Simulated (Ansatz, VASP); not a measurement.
NiO: VASP beside Ansatz

The input INCAR:

```
SYSTEM = NiO
PREC     = Accurate       ! precision mode
ENCUT    = 520            ! plane-wave cutoff, eV
EDIFF    = 1E-6           ! SCF threshold, eV
ISMEAR   = 0              ! smearing method
SIGMA    = 0.05           ! smearing width, eV
LREAL    = .FALSE.        ! projectors in reciprocal space
LASPH    = .TRUE.         ! aspherical terms in the spheres
NELM     = 150            ! most SCF steps
ALGO     = Fast           ! electronic algorithm
ISIF     = 2              ! what is computed and relaxed
LWAVE    = .FALSE.        ! write WAVECAR
LCHARG   = .TRUE.         ! write CHGCAR
ISPIN    = 2              ! spin polarisation
MAGMOM   = 2 2 0 0        ! initial moments
LORBIT   = 11             ! projections on sites
LMAXMIX  = 4              ! l up to which the mixer works
GGA      = PE             ! functional
LELF     = .TRUE.         ! ELF
LVHAR    = .TRUE.       
NBANDS   = 28             ! bands
```

The input KPOINTS:

```
regular mesh
0
G
  10 10 10
  0 0 0
```

The input POSCAR:

```
NiO
1.0
   -2.1084194085     -2.1084194085      4.2168388170
   -4.2168388170     -2.1084194085      2.1084194085
   -2.1084194085     -4.2168388170      2.1084194085
Ni O
2 2
Direct
    0.0000000000      0.0000000000      0.0000000000
    0.5000000000      0.5000000000      0.5000000000
    1.2500000000     -0.7500000000     -0.7500000000
    1.7500000000     -0.2500000000     -0.2500000000
```

Input for Ansatz:

```yaml
crystal:
  lattice:
    - [-2.1084194085, -2.1084194085, 4.216838817]
    - [-4.216838817, -2.1084194085, 2.1084194085]
    - [-2.1084194085, -4.216838817, 2.1084194085]
  atoms:
    - { symbol: Ni, position: [0.0, 0.0, 0.0], spin: 2.0 }
    - { symbol: O, position: [1.25, -0.75, -0.75] }
    - { symbol: Ni, position: [0.5, 0.5, 0.5], spin: 2.0 }
    - { symbol: O, position: [1.75, -0.25, -0.25] }
basis:
  ecutwfc: 420
  ecutrho_ratio: 4
kpoints:
  mp_grid: { grid: [10, 10, 10] }
hamiltonian:
  xc: pbe
scf:
  occupations: { method: gaussian, width: 0.05 }
  lower_state_search: "off"
output:
  forces: true
  stress: true
  eigenvalues: true
  populations: true
magnetization:
  spin_polarized: true
```

Alike in both runs: task single point; functional PBE; k mesh 10 × 10 × 10; occupations gaussian, width 0.05 eV; collinear spin.

|  | VASP | Ansatz |
| --- | --- | --- |
| version | VASP 6.6.1 | Ansatz 0.2.0 |
| potentials or method | VASP PAW PBE potentials, release 64 (Ni, O), cutoff 520 eV | scalar-relativistic, plane waves, PAW |
| valence electrons in the cell | 32 | 48 |

|  | VASP | Ansatz | Ansatz less VASP |
| --- | --- | --- | --- |
| gap on the k mesh at the Fermi level (eV) | none | none | - |
| pressure (GPa) | -0.4 | 0.1 | +0.41 |
| net moment per atom (μB) | 0.89 | 0.91 | +0.015 |
| size of the moment on the site where the two differ most (μB) | 0.28 | 0.30 | +0.022 |

Site moments also hang on the region over which each program counts them. A gap of «none» marks a metal or a gap that the smearing closes. The functional is the same, so the differences come from potentials, cutoffs and numerics. VASP's potentials hold 32 valence electrons a cell and Ansatz's 48, so a difference there can come from the potentials and not from the codes.
